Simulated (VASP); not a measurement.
# C (Fmmm) in VASP: notebook, part 3 of 3

VASP 6.6.1. The steps go on from the part before.

### Step 6. Single point, LDA (strain +0.015 along x and y, +0.000 along z)

The input, INCAR:

```
ALGO = Normal
EDIFF = 1E-6
ENCUT = 520
ISIF = 2
ISMEAR = 0
LASPH = T
LCHARG = T
LELF = T
LREAL = F
LVHAR = T
LWAVE = F
NBANDS = 11
NELM = 60
PREC = Accurate
SIGMA = 0.05
```

The input, KPOINTS:

```
k-points
0
Gamma
  14 14 14
```

The input, POSCAR:

```
C
1.0
    0.0000000000      2.1589050000      3.3480000000
    1.2464200000      0.0000000000      3.3480000000
    1.2464200000      2.1589050000      0.0000000000
C
2
Direct
    0.1666700000      0.8333300000      0.1666700000
    0.8333300000      0.1666700000      0.8333300000
```

Potentials or basis: VASP PAW LDA potentials, release 64 (C).

Launch:

```bash
$ cat potpaw_LDA.64/C/POTCAR > POTCAR
$ mpirun -np 1 vasp_std > vasp.out
```

OUTCAR:

```text
EDIFF = 1E-6
   ENCUT = 520
   ISIF = 2
   ISMEAR = 0
   LASPH = T
   LREAL = F
   NELM = 60
   PREC = Accurate

 ion  position               nearest neighbor table
   1  0.167  0.833  0.167-   2 1.44   2 1.44   2 1.44
   2  0.833  0.167  0.833-   1 1.44   1 1.44   1 1.44

  LATTYP: Found a face centered orthorhombic cell.
 ALAT       =     2.4928400000
 B/A-ratio  =     1.7320846906
 C/A-ratio  =     2.6860929703

  Lattice vectors:

 A1 = (   0.0000000000,   2.1589050000,   3.3480000000)
 A2 = (   1.2464200000,   0.0000000000,   3.3480000000)
 A3 = (   1.2464200000,   2.1589050000,   0.0000000000)

Analysis of symmetry for initial positions (statically):
=====================================================================
 Subroutine PRICEL returns:
 Original cell was already a primitive cell.

 Routine SETGRP: Setting up the symmetry group for a
 face centered orthorhombic supercell.

 Subroutine GETGRP returns: Found  8 space group operations
 (whereof  8 operations were pure point group operations)
 out of a pool of  8 trial point group operations.

The static configuration has the point symmetry D_2h.

Analysis of symmetry for dynamics (positions and initial velocities):
=====================================================================
 Subroutine PRICEL returns:
 Original cell was already a primitive cell.

 Routine SETGRP: Setting up the symmetry group for a
 face centered orthorhombic supercell.

 Subroutine GETGRP returns: Found  8 space group operations
 (whereof  8 operations were pure point group operations)
 out of a pool of  8 trial point group operations.

The dynamic configuration has the point symmetry D_2h.

 Subroutine INISYM returns: Found  8 space group operations
 (whereof  8 operations are pure point group operations),
 and found     1 'primitive' translations

----------------------------------------------------------------------------------------

                                     Primitive cell

  volume of cell :      18.0183

  direct lattice vectors                    reciprocal lattice vectors
     0.000000000  2.158905000  3.348000000    -0.401148890  0.231598889  0.149342891
     1.246420000  0.000000000  3.348000000     0.401148890 -0.231598889  0.149342891
     1.246420000  2.158905000  0.000000000     0.401148890  0.231598889 -0.149342891

  length of vectors
     3.983713694  3.572487483  2.492876574     0.486684474  0.486684474  0.486684474

  position of ions in fractional coordinates (direct lattice)
     0.166670000  0.833330000  0.166670000
     0.833330000  0.166670000  0.833330000

  ion indices of the primitive-cell ions
   primitive index   ion index
                 1           1
                 2           2

----------------------------------------------------------------------------------------

 KPOINTS: k-points

Automatic generation of k-mesh.
 Grid dimensions read from file:
 generate k-points for:   14   14   14

 Generating k-lattice:

  Cartesian coordinates                     Fractional coordinates (reciprocal lattice)
    -0.028653492  0.016542778  0.010667349     0.071428571 -0.000000000  0.000000000
     0.028653492 -0.016542778  0.010667349    -0.000000000  0.071428571  0.000000000
     0.028653492  0.016542778 -0.010667349     0.000000000  0.000000000  0.071428571

  Length of vectors
     0.034763177  0.034763177  0.034763177

  Shift w.r.t. Gamma in fractional coordinates (k-lattice)
     0.000000000  0.000000000  0.000000000

 Subroutine IBZKPT returns following result:
 ===========================================

 Found    428 irreducible k-points:

 Following reciprocal coordinates:
            Coordinates               Weight
  0.000000  0.000000  0.000000      1.000000
  0.071429  0.000000 -0.000000      8.000000
  0.142857  0.000000  0.000000      8.000000
  0.214286  0.000000  0.000000      8.000000
  0.285714 -0.000000  0.000000      8.000000
  0.357143 -0.000000  0.000000      8.000000
[... 16 lines left out ...]
  0.214286  0.142857  0.000000      8.000000
  0.285714  0.142857 -0.000000      8.000000
 [... further k-points ...]
   k-points           NKPTS =    428   k-points in BZ     NKDIM =    428   number of bands    NBANDS=     11
   number of dos      NEDOS =    301   number of ions     NIONS =      2
   total plane-waves  NPLWV =  16800
   dimension x,y,z NGX =    30 NGY =   28 NGZ =   20
   dimension x,y,z NGXF=    60 NGYF=   56 NGZF=   40
   ions per type =               2
   NGX,Y,Z   is equivalent  to a cutoff of  12.52, 13.03, 13.34 a.u.
   NGXF,Y,Z  is equivalent  to a cutoff of  25.04, 26.06, 26.68 a.u.
 SYSTEM =  unknown system
   PREC   = accura    normal or accurate (medium, high low for compatibility)
   ISTART =      0    job   : 0-new  1-cont  2-samecut
   ICHARG =      2    charge: 1-file 2-atom 10-const
   ISPIN  =      1    spin polarized calculation?
   LNONCOLLINEAR =      F non collinear calculations
   LSORBIT =      F    spin-orbit coupling
   LASPH  =      T    aspherical Exc in radial PAW
   ENCUT  =  520.0 eV  38.22 Ry    6.18 a.u.   7.41  6.64  4.64*2*pi/ulx,y,z
   NELM   =     60;   NELMIN=  2; NELMDL= -5     # of ELM steps
   EDIFF  = 0.1E-05   stopping-criterion for ELM
   LREAL  =      F    real-space projection
   EDIFFG = 0.1E-04   stopping-criterion for IOM
   NSW    =      0    number of steps for IOM
   IBRION =     -1    ionic relax: 0-MD 1-quasi-New 2-CG
   NFREE  =      0    steps in history (QN), initial steepest desc. (CG)
   ISIF   =      2    stress and relaxation
   ISYM   =      2    0-nonsym 1-usesym 2-fastsym
   POTIM  = 0.5000    time-step for ionic-motion
   TEBEG  =    0.0;   TEEND  =   0.0 temperature during run
   PSTRESS=    0.0 pullay stress
   NELECT =       8.0000    total number of electrons
   NUPDOWN=      -1.0000    fix difference up-down
   EMIN   =  10.00;   EMAX   =-10.00  energy-range for DOS
   EFERMI =   0.00;   METHOD = LEGACY
   ISMEAR =     0;   SIGMA  =   0.05  broadening in eV -4-tet -1-fermi 0-gaus
   EFERMI_NEDOS =   21; number of points for ismear=-14 and -15
   IALGO  =     38    algorithm
   IMIX   =      4    mixing-type and parameters
     AMIX     =   0.40;   BMIX     =  1.00
     AMIX_MAG =   1.60;   BMIX_MAG =  1.00
  volume/ion in A,a.u.               =       9.01        60.80
  Fermi-wavevector in a.u.,A,eV,Ry     =   1.248917  2.360112 21.222293  1.559795
  Thomas-Fermi vector in A             =   2.382982
   LORBIT       =      0    0 simple, 1 ext, 2 COOP (PROOUT), +10 PAW based schemes
   GGA     = CA    functional components
   LHFCALC =     F    Hartree Fock is set to
   AEXX    =    0.0000 exact exchange contribution
   IVDW    =     0    specifies the selected vdW correction
   LEPSILON=     F    determine dielectric tensor
   LRPA    =     F    only Hartree local field effects (RPA)
 non-spin polarized calculation
 Gauss-broadening in eV      SIGMA  =   0.05
  energy-cutoff  :      520.00
  volume of cell :       18.02
 maximum number of plane-waves:       505
 NGX is ok and might be reduce to    30
   NGX = 15   NGY = 13   NGZ =  9

 number of electron       8.0000000 magnetization

 Free energy of the ion-electron system (eV)
  ---------------------------------------------------
  ext. energy  EPLUGINS =         0.00000000
  ---------------------------------------------------
  free energy    TOTEN  =       -20.17507250 eV

  energy without entropy =      -20.17507242  energy(sigma->0) =      -20.17507246

 E-fermi :   4.6709     XC(G=0): -10.6964

 val. band max:        4.5454821036   @ k =   0.5000  -0.1429   0.3571
 cond. band min:       4.8119538965   @ k =  -0.1429   0.2143   0.2857
 fundamental gap:      0.2664717929
 Fermi energy:         4.6708748578

 k-point     1 :       0.0000    0.0000    0.0000
  band No.  band energies     occupation
      1     -14.8021      2.00000
      2      -1.9069      2.00000
      3       1.3558      2.00000
      4       1.3847      2.00000
      5       8.4091      0.00000
      6      12.4327      0.00000
      7      12.5107      0.00000
      8      15.2634      0.00000
      9      16.5370      0.00000
     10      26.2450      0.00000
     11      29.3850      0.00000
[... 309 lines left out ...]
 k-point    24 :       0.2857    0.1429   -0.0000
  band No.  band energies     occupation
      1     -14.2078      2.00000
      2      -2.2822      2.00000
      3      -0.3194      2.00000
      4       0.5125      2.00000
      5      10.9808      0.00000
      6      12.5288      0.00000
      7      13.8117      0.00000
      8      14.3122      0.00000
      9      17.3785      0.00000
     10      25.7714      0.00000
     11      27.5810      0.00000

 [... further k-points ...]
[... 5 lines left out ...]
  --------------------------------------------------------------------------------------
  -------------------------------------------------------------------------------------
  Total       -2.4831545     -2.4811109      0.0245260      0.0000000      0.0000000      0.0000000
  in kB     -220.8009487   -220.6192384      2.1808362      0.0000000      0.0000000      0.0000000
  external PRESSURE =    -146.4131170 kB  Pullay stress =       0.0000000 kB

 VOLUME and BASIS-vectors are now :
 -----------------------------------------------------------------------------
  energy-cutoff  :      520.00
  volume of cell :       18.02
      direct lattice vectors                 reciprocal lattice vectors
     0.000000000  2.158905000  3.348000000    -0.401148890  0.231598889  0.149342891
     1.246420000  0.000000000  3.348000000     0.401148890 -0.231598889  0.149342891
     1.246420000  2.158905000  0.000000000     0.401148890  0.231598889 -0.149342891

 POSITION                                       TOTAL-FORCE (eV/Angst)
 -----------------------------------------------------------------------------------
      1.24642      0.71965      3.34800         0.000000      0.036470      0.000000
      1.24642      3.59816      3.34800         0.000000     -0.036470      0.000000
 -----------------------------------------------------------------------------------
    total drift:                               -0.000000     -0.000000     -0.000000

  FREE ENERGIE OF THE ION-ELECTRON SYSTEM (eV)
  ---------------------------------------------------
  free  energy   TOTEN  =       -20.1750725008 eV

  energy  without entropy=      -20.1750724194  energy(sigma->0) =      -20.17507246
```

stdout:

```text
POSCAR found type information on POSCAR C
 POSCAR found :  1 types and       2 ions
 scaLAPACK will be used
 LDA part: xc-table for (Slater(with rela. corr.)+CA(PZ))
 , standard interpolation
 POSCAR, INCAR and KPOINTS ok, starting setup
 FFT: planning ... GRIDC
 FFT: planning ... GRID_SOFT
 FFT: planning ... GRID
 WAVECAR not read
 entering main loop
```

Run time: 59 s. Hardware: 1 thread of Intel Xeon 6975P-C (Granite Rapids), shared host; peak memory 0.17 GiB.

Results:

```
Free energy            : -20.1751 eV
Pressure               : -14.6 GPa
Largest force          : 0.036 eV/Å
Band gap on the k mesh : 0.27 eV, indirect (least direct gap 0.34 eV)
```

Forces in eV/Å, atoms in the order of the input:
```
C    0.000  0.036  0.000
C    0.000 -0.036  0.000
```

Levels at points of the mesh, in eV from the valence-band top:
| k point | band 1 | band 2 | band 3 | band 4 | band 5 | band 6 | band 7 | band 8 |
| --- | --- | --- | --- | --- | --- | --- | --- | --- |
| (0.00, 0.00, 0.00) | -19.35 | -6.45 | -3.19 | -3.16 | 3.86 | 7.89 | 7.97 | 10.72 |
| (0.50, 0.00, 0.00) | -14.06 | -13.08 | -6.45 | -2.47 | 1.39 | 6.97 | 11.90 | 13.06 |
| (0.50, 0.50, 0.00) | -19.02 | -8.56 | -3.20 | -3.18 | 7.85 | 7.93 | 10.12 | 10.87 |
| (0.50, 0.00, 0.50) | -14.18 | -13.18 | -6.42 | -1.65 | 2.29 | 7.20 | 10.66 | 10.78 |
| (0.00, 0.50, 0.50) | -13.93 | -12.98 | -6.48 | -3.19 | 0.66 | 6.77 | 13.08 | 16.84 |

Caveat: the cell differs from its parent crystal (strain +0.015 along x and y, +0.000 along z).

### Step 7. Overview

| cell | gap on the mesh (eV) | pressure (GPa) | largest force (eV/Å) |
| --- | --- | --- | --- |
| a = 4.009, b = 3.613, c = 2.456 Å, angles 80.2, 62.6, 37.1°, 2 atoms | 0.39 | -3.1 | 0.03 |
| a = 3.942, b = 3.525, c = 2.493 Å, angles 79.8, 61.7, 38.5°, 2 atoms | 0.19 | -14.7 | 0.04 |
| a = 4.052, b = 3.661, c = 2.456 Å, angles 80.3, 63.0, 36.7°, 2 atoms | 0.45 | -3.1 | 0.03 |
| a = 3.917, b = 3.485, c = 2.530 Å, angles 79.5, 61.0, 39.4°, 2 atoms | 0.06 | -25.1 | 0.04 |
| a = 3.984, b = 3.572, c = 2.493 Å, angles 80.0, 62.0, 38.0°, 2 atoms | 0.27 | -14.6 | 0.04 |

Alike in all rows: task single point; level LDA; potentials or basis VASP PAW LDA potentials, release 64 (C); no spin polarisation; k mesh 14 × 14 × 14; cutoff (eV) 520; smearing gaussian 0.05 eV.

Absolute energies hang on the potentials; compare differences alone.
